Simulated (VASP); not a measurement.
A run of VASP 6.6.1 is set up as follows.

INCAR

```
ALGO     = Normal         # electronic algorithm
EDIFF    = 1E-6           # SCF threshold, eV
ENCUT    = 500            # plane-wave cutoff, eV
GGA      = PE             # functional
GGA_COMPAT= False        
ISIF     = 2              # what is computed and relaxed
ISMEAR   = 0              # smearing method
LASPH    = True           # aspherical terms in the spheres
LCHARG   = False          # write CHGCAR
LREAL    = False          # projectors in reciprocal space
LWAVE    = False          # write WAVECAR
NBANDS   = 10             # bands
NELM     = 120            # most SCF steps
PREC     = Accurate       # precision mode
SIGMA    = 0.1            # smearing width, eV
```

KPOINTS

```
k-points
0
Gamma
  4 4 4
```

POSCAR

```
Br
1.0
   -1.2867684050      1.7199972000      3.5779911600
    1.2867684050     -1.7199972000      3.5779911600
    1.2867684050      1.7199972000     -3.5779911600
Br
1
Direct
    0.5980000000      0.7910000000      0.6770000000
```

Potentials or basis: VASP PAW PBE potentials, release 64 (Br).

Launch:

```bash
$ cat potpaw_PBE.64/Br/POTCAR > POTCAR
$ mpirun -np 1 vasp_std > vasp.out
```

Task: Predict the pressure.

Result: 3.4 GPa.

Stress tensor (GPa, compression positive):
```
11.73  0.00  0.00
 0.00 -2.71  0.00
 0.00  0.00  1.22
```

Caveat: the k points lie up to 0.76 Å⁻¹ apart; an odd number of electrons without spin polarisation forces a metal; a magnetic or distorted state may lie lower.
